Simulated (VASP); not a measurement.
# P (R-3m) in VASP: notebook

The runs below take P through single point, with PBEsol.

Everything below comes from runs of VASP 6.6.1. Logs are shortened: lines on timing, memory, paths and dates and some standing lists are left out, and cuts for length are marked.

### 1 The cell of the first run

It takes space group R-3m (No. 166, trigonal). The conventional cell has a = 3.417 Å, b = 3.417 Å, c = 9.389 Å, α = 90.00°, β = 90.00°, γ = 120.00°. P (site symmetry 3m) has 6 P at 2.28 to 2.81 Å within 3.0 Å.

### 2 Single point, PBEsol

File INCAR:

```
PREC = Accurate
ENCUT = 520
EDIFF = 1E-6
ISMEAR = -1
SIGMA = 0.05
LREAL = F
LASPH = T
NELM = 100
ALGO = Normal
ISIF = 2
LWAVE = F
LCHARG = F
GGA = PS
NBANDS = 12
```

File KPOINTS:

```
regular mesh
0
Gamma
  8 8 8
```

File POSCAR:

```
P
1.0
    1.7084679262      0.9863844171      3.1296800121
   -1.7084679262      0.9863844171      3.1296800121
    0.0000000000     -1.9727688342      3.1296800121
P
2
Direct
    0.7729197500      0.7729197500      0.7729197500
    0.2270802500      0.2270802500      0.2270802500
```

Potentials or basis: VASP PAW PBE potentials, release 64 (P).

The run is started by

```console
$ cat potpaw_PBE.64/P/POTCAR > POTCAR
$ mpirun -np 1 vasp_std > vasp.out
```

OUTCAR:

```text
PREC = Accurate
   ENCUT = 520
   EDIFF = 1E-6
   ISMEAR = -1
   LREAL = F
   LASPH = T
   NELM = 100
   ISIF = 2
   GGA = PS

 ion  position               nearest neighbor table
   1  0.773  0.773  0.773-   2 2.28   2 2.28   2 2.28   2 2.81   2 2.81   2 2.81
   2  0.227  0.227  0.227-   1 2.28   1 2.28   1 2.28   1 2.81   1 2.81   1 2.81

  LATTYP: Found a trigonal (rhomboedric) cell.
 ALAT       =     3.6995558992
 COS(alpha) =     0.5734750231

  Lattice vectors:

 A1 = (   1.7084679262,   0.9863844171,   3.1296800121)
 A2 = (  -1.7084679262,   0.9863844171,   3.1296800121)
 A3 = (   0.0000000000,  -1.9727688342,   3.1296800121)

Analysis of symmetry for initial positions (statically):
=====================================================================
 Subroutine PRICEL returns:
 Original cell was already a primitive cell.

 Routine SETGRP: Setting up the symmetry group for a
 trigonal (rhombohedral) supercell.

 Subroutine GETGRP returns: Found 12 space group operations
 (whereof 12 operations were pure point group operations)
 out of a pool of 12 trial point group operations.

The static configuration has the point symmetry D_3d.

Analysis of symmetry for dynamics (positions and initial velocities):
=====================================================================
 Subroutine PRICEL returns:
 Original cell was already a primitive cell.

 Routine SETGRP: Setting up the symmetry group for a
 trigonal (rhombohedral) supercell.

 Subroutine GETGRP returns: Found 12 space group operations
 (whereof 12 operations were pure point group operations)
 out of a pool of 12 trial point group operations.

The dynamic configuration has the point symmetry D_3d.

 Subroutine INISYM returns: Found 12 space group operations
 (whereof 12 operations are pure point group operations),
 and found     1 'primitive' translations

----------------------------------------------------------------------------------------

                                     Primitive cell

  volume of cell :      31.6449

  direct lattice vectors                    reciprocal lattice vectors
     1.708467926  0.986384417  3.129680012     0.292659869  0.168967254  0.106507161
    -1.708467926  0.986384417  3.129680012    -0.292659869  0.168967254  0.106507161
     0.000000000 -1.972768834  3.129680012     0.000000000 -0.337934509  0.106507161

  length of vectors
     3.699555899  3.699555899  3.699555899     0.354321193  0.354321193  0.354321193

  position of ions in fractional coordinates (direct lattice)
     0.772919750  0.772919750  0.772919750
     0.227080250  0.227080250  0.227080250

  ion indices of the primitive-cell ions
   primitive index   ion index
                 1           1
                 2           2

----------------------------------------------------------------------------------------

 KPOINTS: regular mesh

Automatic generation of k-mesh.
 Grid dimensions read from file:
 generate k-points for:    8    8    8

 Generating k-lattice:

  Cartesian coordinates                     Fractional coordinates (reciprocal lattice)
     0.036582484  0.021120907  0.013313395     0.125000000  0.000000000  0.000000000
    -0.036582484  0.021120907  0.013313395     0.000000000  0.125000000  0.000000000
     0.000000000 -0.042241814  0.013313395     0.000000000  0.000000000  0.125000000

  Length of vectors
     0.044290149  0.044290149  0.044290149

  Shift w.r.t. Gamma in fractional coordinates (k-lattice)
     0.000000000  0.000000000  0.000000000

 Subroutine IBZKPT returns following result:
 ===========================================

 Found     65 irreducible k-points:

 Following reciprocal coordinates:
            Coordinates               Weight
  0.000000  0.000000  0.000000      1.000000
  0.125000  0.000000  0.000000      6.000000
  0.250000  0.000000  0.000000      6.000000
  0.375000  0.000000  0.000000      6.000000
  0.500000  0.000000  0.000000      3.000000
  0.125000  0.125000  0.000000      6.000000
[... 16 lines left out ...]
  0.250000  0.125000  0.125000      6.000000
  0.375000  0.125000  0.125000      6.000000
 [... further k-points ...]
   k-points           NKPTS =     65   k-points in BZ     NKDIM =     65   number of bands    NBANDS=     12
   number of dos      NEDOS =    301   number of ions     NIONS =      2
   total plane-waves  NPLWV =  21952
   dimension x,y,z NGX =    28 NGY =   28 NGZ =   28
   dimension x,y,z NGXF=    56 NGYF=   56 NGZF=   56
   ions per type =               2
   NGX,Y,Z   is equivalent  to a cutoff of  12.58, 12.58, 12.58 a.u.
   NGXF,Y,Z  is equivalent  to a cutoff of  25.16, 25.16, 25.16 a.u.
 SYSTEM =  unknown system
   PREC   = accura    normal or accurate (medium, high low for compatibility)
   ISTART =      0    job   : 0-new  1-cont  2-samecut
   ICHARG =      2    charge: 1-file 2-atom 10-const
   ISPIN  =      1    spin polarized calculation?
   LNONCOLLINEAR =      F non collinear calculations
   LSORBIT =      F    spin-orbit coupling
   LASPH  =      T    aspherical Exc in radial PAW
   ENCUT  =  520.0 eV  38.22 Ry    6.18 a.u.   6.88  6.88  6.88*2*pi/ulx,y,z
   NELM   =    100;   NELMIN=  2; NELMDL= -5     # of ELM steps
   EDIFF  = 0.1E-05   stopping-criterion for ELM
   LREAL  =      F    real-space projection
   EDIFFG = 0.1E-04   stopping-criterion for IOM
   NSW    =      0    number of steps for IOM
   IBRION =     -1    ionic relax: 0-MD 1-quasi-New 2-CG
   NFREE  =      0    steps in history (QN), initial steepest desc. (CG)
   ISIF   =      2    stress and relaxation
   ISYM   =      2    0-nonsym 1-usesym 2-fastsym
   POTIM  = 0.5000    time-step for ionic-motion
   TEBEG  =    0.0;   TEEND  =   0.0 temperature during run
   PSTRESS=    0.0 pullay stress
   NELECT =      10.0000    total number of electrons
   NUPDOWN=      -1.0000    fix difference up-down
   EMIN   =  10.00;   EMAX   =-10.00  energy-range for DOS
   EFERMI =   0.00;   METHOD = LEGACY
   ISMEAR =    -1;   SIGMA  =   0.05  broadening in eV -4-tet -1-fermi 0-gaus
   EFERMI_NEDOS =   21; number of points for ismear=-14 and -15
   IALGO  =     38    algorithm
   IMIX   =      4    mixing-type and parameters
     AMIX     =   0.40;   BMIX     =  1.00
     AMIX_MAG =   1.60;   BMIX_MAG =  1.00
  volume/ion in A,a.u.               =      15.82       106.78
  Fermi-wavevector in a.u.,A,eV,Ry     =   1.115082  2.107199 16.917587  1.243408
  Thomas-Fermi vector in A             =   2.251683
   LORBIT       =      0    0 simple, 1 ext, 2 COOP (PROOUT), +10 PAW based schemes
   GGA     = PS    functional components
   LHFCALC =     F    Hartree Fock is set to
   AEXX    =    0.0000 exact exchange contribution
   IVDW    =     0    specifies the selected vdW correction
   LEPSILON=     F    determine dielectric tensor
   LRPA    =     F    only Hartree local field effects (RPA)
 non-spin polarized calculation
  energy-cutoff  :      520.00
  volume of cell :       31.64
 maximum number of plane-waves:       865
   NGX = 13   NGY = 13   NGZ = 13

 number of electron      10.0000000 magnetization

 Free energy of the ion-electron system (eV)
  ---------------------------------------------------
  ext. energy  EPLUGINS =         0.00000000
  ---------------------------------------------------
  free energy    TOTEN  =       -11.56221126 eV

  energy without entropy =      -11.55742117  energy(sigma->0) =      -11.55981622

 E-fermi :   9.2261     XC(G=0): -10.9581

 val. band max:        9.2254557011   @ k =  -0.3750   0.1250  -0.0000
 cond. band min:       9.2501031505   @ k =   0.3750   0.1250   0.1250
 fundamental gap:      0.0246474494
 Fermi energy:         9.2260910155

 k-point     1 :       0.0000    0.0000    0.0000
  band No.  band energies     occupation
      1      -7.5548      2.00000
      2       5.6635      2.00000
      3       5.8823      2.00000
      4       6.3204      2.00000
      5       6.3204      2.00000
      6      10.5382      0.00000
      7      11.8347      0.00000
      8      11.8347      0.00000
      9      15.0095      0.00000
     10      15.0095      0.00000
     11      16.3411      0.00000
     12      16.3453      0.00000

 k-point     2 :       0.1250    0.0000    0.0000
  band No.  band energies     occupation
      1      -7.2957      2.00000
      2       3.8362      2.00000
      3       5.7868      2.00000
      4       6.1110      2.00000
      5       7.1197      2.00000
      6      11.0205      0.00000
      7      11.7513      0.00000
      8      11.9196      0.00000
      9      13.7051      0.00000
     10      14.3686      0.00000
     11      15.0328      0.00000
     12      18.2428      0.00000

 k-point     3 :       0.2500    0.0000    0.0000
  band No.  band energies     occupation
      1      -6.5257      2.00000
      2       1.2907      2.00000
      3       5.5685      2.00000
      4       5.7063      2.00000
      5       7.8450      2.00000
      6      10.4396      0.00000
      7      10.8530      0.00000
      8      10.8703      0.00000
      9      14.9222      0.00000
     10      15.0167      0.00000
     11      15.5556      0.00000
     12      21.2000      0.00000
[... 286 lines left out ...]
 k-point    23 :       0.2500    0.1250    0.1250
  band No.  band energies     occupation
      1      -6.9865      2.00000
      2       2.2812      2.00000
      3       4.7017      2.00000
      4       6.3995      2.00000
      5       9.1703      1.50647
      6      10.4606      0.00000
      7      10.5085      0.00000
      8      12.1843      0.00000
      9      14.4955      0.00000
     10      14.8952      0.00000
     11      15.9666      0.00000
     12      18.4485      0.00000

 k-point    24 :       0.3750    0.1250    0.1250
  band No.  band energies     occupation
      1      -6.1070      2.00000
      2       0.5835      2.00000
      3       3.6275      2.00000
      4       5.9201      2.00000
      5       9.2501      0.76439
      6       9.7931      0.00002
      7      10.1018      0.00000
      8      12.9334      0.00000
      9      14.7388      0.00000
     10      15.5989      0.00000
     11      17.1885      0.00000
     12      20.9718      0.00000

 [... further k-points ...]
[... 5 lines left out ...]
  --------------------------------------------------------------------------------------
  -------------------------------------------------------------------------------------
  Total        0.1603335      0.1603335     -0.1873210      0.0000000      0.0000000      0.0000000
  in kB        8.1176569      8.1176569     -9.4840270      0.0000000      0.0000000      0.0000000
  external PRESSURE =       2.2504289 kB  Pullay stress =       0.0000000 kB

 VOLUME and BASIS-vectors are now :
 -----------------------------------------------------------------------------
  energy-cutoff  :      520.00
  volume of cell :       31.64
      direct lattice vectors                 reciprocal lattice vectors
     1.708467926  0.986384417  3.129680012     0.292659869  0.168967254  0.106507161
    -1.708467926  0.986384417  3.129680012    -0.292659869  0.168967254  0.106507161
     0.000000000 -1.972768834  3.129680012     0.000000000 -0.337934509  0.106507161

 POSITION                                       TOTAL-FORCE (eV/Angst)
 -----------------------------------------------------------------------------------
      0.00000      0.00000      7.25697         0.000000      0.000000     -0.365183
      0.00000      0.00000      2.13207         0.000000     -0.000000      0.365183
 -----------------------------------------------------------------------------------
    total drift:                                0.000000     -0.000000     -0.000000

  FREE ENERGIE OF THE ION-ELECTRON SYSTEM (eV)
  ---------------------------------------------------
  free  energy   TOTEN  =       -11.5622112585 eV

  energy  without entropy=      -11.5574211729  energy(sigma->0) =      -11.55981622
```

Run time: 35 s. Hardware: 1 thread of Intel Xeon 8259CL, shared host; peak memory 0.16 GiB.

What came out:

```
Free energy            : -11.5622 eV
Pressure               : 0.2 GPa
Largest force          : 0.365 eV/Å
Band gap on the k mesh : zero (bands 5 and 6 overlap by 0.51 eV)
```

Forces in eV/Å, atoms in the order of the input:
```
P    0.000  0.000 -0.365
P    0.000  0.000  0.365
```

Caveat: the PAW data sets were made with another functional, which shifts forces and pressure a little.

### 3 Single point, PBEsol

This run uses another cell than the first one, of 16.47 Å³/atom.

File INCAR:

```
ALGO = Normal
EDIFF = 1E-6
ENCUT = 520
GGA = PS
ISIF = 2
ISMEAR = -1
LASPH = True
LCHARG = False
LREAL = False
LWAVE = False
NBANDS = 12
NELM = 100
PREC = Accurate
SIGMA = 0.05
```

File KPOINTS:

```
k-points
0
Gamma
  8 8 8
```

File POSCAR:

```
P
1.0
    1.7429824298      1.0063113751      3.1296800121
   -1.7429824298      1.0063113751      3.1296800121
    0.0000000000     -2.0126227500      3.1296800121
P
2
Direct
    0.7729197500      0.7729197500      0.7729197500
    0.2270802500      0.2270802500      0.2270802500
```

Potentials or basis: VASP PAW PBE potentials, release 64 (P).

The run is started by

```console
$ cat potpaw_PBE.64/P/POTCAR > POTCAR
$ mpirun -np 1 vasp_std > vasp.out
```

Wall time 36 s (1 thread of Intel Xeon 8259CL, shared host); peak memory 0.16 GiB.

The run converged. Its results:

| Property | Result |
| --- | --- |
| Free energy | -11.5525 eV |
| Pressure | -3.3 GPa |
| Largest force | 0.085 eV/Å |
| Band gap on the k mesh | zero (bands 5 and 6 overlap by 0.43 eV) |

Forces in eV/Å, atoms in the order of the input:
```
P    0.000  0.000 -0.085
P    0.000  0.000  0.085
```

Stress tensor (GPa, compression positive):
```
-3.27  0.00  0.00
 0.00 -3.27  0.00
 0.00  0.00 -3.36
```

Levels at points of the mesh, in eV from the Fermi level:
```
           k point  band 2  band 3  band 4  band 5  band 6  band 7  band 8  band 9
(0.00, 0.00, 0.00)   -3.71   -3.04   -2.93   -2.93    1.25    2.56    2.56    5.69
(0.50, 0.00, 0.00)  -11.85   -3.82   -3.30   -0.68   -0.32    0.13    0.48    8.85
(0.50, 0.50, 0.00)   -9.98   -6.82   -5.41   -5.31    0.03    5.99    7.30    8.15
(0.50, 0.50, 0.50)  -10.81   -2.84   -2.84   -0.22   -0.22   -0.11    2.12    8.53
```

Caveat: the cell stands under tension; the PAW data sets were made with another functional, which shifts forces and pressure a little.

(Continued in part 2 of 2.)
